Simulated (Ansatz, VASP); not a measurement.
Fe in VASP and in Ansatz

INCAR

```
ALGO = Normal
EDIFF = 1E-6
ENCUT = 520
GGA = PE
ISIF = 2
ISMEAR = -1
ISPIN = 2
LASPH = T
LCHARG = F
LMAXMIX = 4
LORBIT = 11
LREAL = F
LWAVE = F
MAGMOM = 2.208
NBANDS = 14
NELM = 150
PREC = Accurate
SIGMA = 0.05
```

The input KPOINTS:

```
k-points
0
Gamma
  22 22 22
```

File POSCAR:

```
Fe
1.0
   -1.4163059769      1.4163059769      1.4163059769
    1.4163059769     -1.4163059769      1.4163059769
    1.4163059769      1.4163059769     -1.4163059769
Fe
1
Direct
    0.0000000000      0.0000000000      0.0000000000
```

Input for Ansatz:

```yaml
crystal:
  lattice:
    - [-1.4163059769, 1.4163059769, 1.4163059769]
    - [1.4163059769, -1.4163059769, 1.4163059769]
    - [1.4163059769, 1.4163059769, -1.4163059769]
  atoms:
    - { symbol: Fe, position: [0.0, 0.0, 0.0], spin: 2.208 }
hamiltonian:
  xc: pbe
  pseudopotentials:
    kind: paw
    azcp:
      Fe: "pseudopotentials/Fe.paw.azcp"
basis:
  ecutwfc: 420
  fft_grid_basis: typed
kpoints:
  mp_grid: { grid: [22, 22, 22], shift: [0, 0, 0] }
magnetization:
  spin_polarized: true
scf:
  occupations: { method: fermi_dirac, width: 0.05 }
  lower_state_search: "off"
output:
  stress: true
  write_density: true
  write_potential: true
  elf: true
  volumetric_format: npy
```

Alike in both runs: task single point; functional PBE; k mesh 22 × 22 × 22; occupations fermi-dirac, width 0.05 eV; collinear spin.

|  | VASP | Ansatz |
| --- | --- | --- |
| version | VASP 6.6.1 | Ansatz 0.2.0 |
| potentials or method | VASP PAW PBE potentials, release 64 (Fe), cutoff 520 eV | plane waves (420 eV) with PAW, scalar-relativistic |
| valence electrons in the cell | 8 | 16 |

|  | VASP | Ansatz | Ansatz less VASP |
| --- | --- | --- | --- |
| pressure (GPa) | -0.3 | -0.3 | +0.03 |
| net moment per atom (μB) | 2.18 | 2.16 | -0.019 |
| size of the moment on the site where the two differ most (μB) | 2.18 | 2.21 | +0.031 |

Site moments also hang on the region over which each program counts them. VASP's potentials hold 8 valence electrons a cell and Ansatz's 16, so a difference there can come from the potentials and not from the codes.
